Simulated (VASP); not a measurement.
A run of VASP 6.6.1 is set up as follows.

Contents of INCAR:

```
SYSTEM = SrO
PREC     = Accurate       ! precision mode
ENCUT    = 600            ! plane-wave cutoff, eV
EDIFF    = 1E-7           ! SCF threshold, eV
ISMEAR   = 0              ! smearing method
SIGMA    = 0.1            ! smearing width, eV
LREAL    = .FALSE.        ! projectors in reciprocal space
LASPH    = .TRUE.         ! aspherical terms in the spheres
NELM     = 60             ! most SCF steps
ALGO     = Normal         ! electronic algorithm
ISIF     = 3              ! what is computed and relaxed
LWAVE    = .FALSE.        ! write WAVECAR
LCHARG   = .FALSE.        ! write CHGCAR
GGA      = PE             ! functional
IBRION   = 2              ! ionic algorithm
NSW      = 90             ! ionic steps
EDIFFG   = -0.04          ! ionic threshold
```

KPOINTS

```
Automatic mesh
0
G
  4 4 6
  0 0 0
```

POSCAR

```
SrO
1.0
    3.9532205700     -3.9532205700      0.0000000000
    3.9532205700      3.9532205700      0.0000000000
    0.0000000000      0.0000000000      3.6339537900
Sr O
2 2
Direct
    0.0000000000      0.0000000000      0.0000000000
    0.5000000000      0.5000000000      0.5000000000
    0.6950000000      0.3050000000      0.0000000000
    0.3050000000      0.6950000000      0.0000000000
```

Potentials or basis: VASP PAW PBE potentials, release 64 (Sr_sv, O).

Command:

```console
$ cat potpaw_PBE.64/Sr_sv/POTCAR potpaw_PBE.64/O/POTCAR > POTCAR
$ mpirun -np 1 vasp_std > vasp.out
```

Question: Predict the space group after relaxing (to 0.1 Å).

Answer: Cmmm (No. 65).

Question: What does it give for the relaxed cell?

Answer: a = 5.757 Å, b = 5.757 Å, c = 3.790 Å, α = 90.00°, β = 90.00°, γ = 82.86°.

Question: What does it give for the relaxed volume?

Answer: 31.17 Å³/atom.

Step by step:
| step | energy change (eV) | largest force (eV/Å) | pressure (GPa) | volume (Å³) |
| --- | --- | --- | --- | --- |
| 1 | 0.0000 | 1.4626 | -0.61 | 113.58 |
| 2 | -0.2266 | 0.8019 | 3.18 | 111.36 |
| 3 | -0.3150 | 0.2066 | 1.45 | 112.17 |
| 4 | -0.3150 | 0.1703 | 1.51 | 112.14 |
| 5 | -0.3316 | 0.0291 | -0.30 | 116.09 |
| 6 | -0.3334 | 0.0139 | 0.11 | 115.13 |
| 7 | -0.3345 | 0.0098 | 0.11 | 115.50 |
| 8 | -0.3375 | 0.0036 | 0.12 | 116.63 |
| 9 | -0.3423 | 0.0336 | 0.13 | 118.89 |
| 10 | -0.3475 | 0.1049 | 0.17 | 123.39 |
| 11 | -0.3485 | 0.0011 | -0.08 | 124.51 |
| 12 | -0.3485 | 0.0146 | -0.04 | 124.34 |
| 13 | -0.3488 | 0.0123 | -0.01 | 124.67 |

Caveat: the cell differs from its parent crystal (atoms taken out).
